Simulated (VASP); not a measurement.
Runs of VASP 6.6.1 on SnSe2. The structure is that of space group P-3m1 (No. 164), or close to it. The cells are those of the table. 

| cell | gap on the mesh (eV) | pressure (GPa) | largest force (eV/Å) |
| --- | --- | --- | --- |
| a = 3.750, b = 3.750, c = 6.340 Å, angles 90.0, 90.0, 120.0°, 3 atoms | (b) | (a) | 0.29 |
| a = 3.863, b = 3.863, c = 5.972 Å, angles 90.0, 90.0, 120.0°, 3 atoms | 0.44 | 0.2 | 0.77 |
| a = 3.492, b = 3.492, c = 7.310 Å, angles 90.0, 90.0, 120.0°, 3 atoms | none | (d) | 1.02 |
| a = 3.586, b = 3.586, c = 6.930 Å, angles 90.0, 90.0, 120.0°, 3 atoms | none | 0.8 | 0.63 |
| a = 4.105, b = 4.105, c = 5.289 Å, angles 90.0, 90.0, 120.0°, 3 atoms | none | (c) | 1.17 |

Alike in all rows: task single point; level PBEsol+D3(BJ); potentials or basis VASP PAW PBE potentials, release 64 (Sn_d, Se); no spin polarisation; k mesh 12 × 12 × 6; cutoff (eV) 520; smearing gaussian 0.05 eV.

Fill in the values left out.

(a) 0.4; (b) 0.56; (c) -0.9; (d) 1.3.

Caveats: the PAW data sets were made with another functional, which shifts forces and pressure a little; spin-orbit coupling is left out, which moves the levels of the heavy elements; pairwise dispersion overbinds metals, which lowers pressure and volume (some runs).

A k mesh can miss the band edges, and the runs leave out spin-orbit coupling on Se, Sn.

A gap of «none» marks levels without a gap at the run's occupations.
